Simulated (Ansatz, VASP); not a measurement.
**Two plane-wave programs on InSe**

```xyz
8
Lattice="4.0266 0.0000 0.0000 -2.0133 3.4871 0.0000 0.0000 0.0000 28.2707" Properties=species:S:1:pos:R:3 pbc="T T T"
Se    0.0000    0.0000    4.5000
Se    0.0000    0.0000    9.8854
Se    0.0000    0.0000   13.4454
Se    0.0000    0.0000   18.8307
In    2.0133    1.1624    5.7954
In    2.0133    1.1624    8.5899
In    2.0133    1.1624   14.7408
In    2.0133    1.1624   17.5353
```

Alike in both runs: task single point; functional PBE; dispersion D3(BJ); k mesh 9 × 9 × 1; occupations gaussian, width 0.05 eV; no spin polarisation.

```csv
,VASP,Ansatz
version,VASP 6.6.1,Ansatz 0.2.0
potentials or method,"VASP PAW PBE potentials, release 64 (Se, In_d), cutoff 520 eV","scalar-relativistic, plane waves, PAW"
valence electrons in the cell,76,116
```

Ansatz gave:

| Item | Value |
| --- | --- |
| gap on the k mesh at the Fermi level (eV) | 1.14 |
| least direct gap on the mesh (eV) | 1.19 |
| rms of the force components (eV/Å) | 0.016 |

Q: What did VASP give for the same quantities?

A: gap on the k mesh at the Fermi level (eV): 1.13; least direct gap on the mesh (eV): 1.18; rms of the force components (eV/Å): 0.014.

VASP's potentials hold 76 valence electrons a cell and Ansatz's 116, so a difference there can come from the potentials and not from the codes.
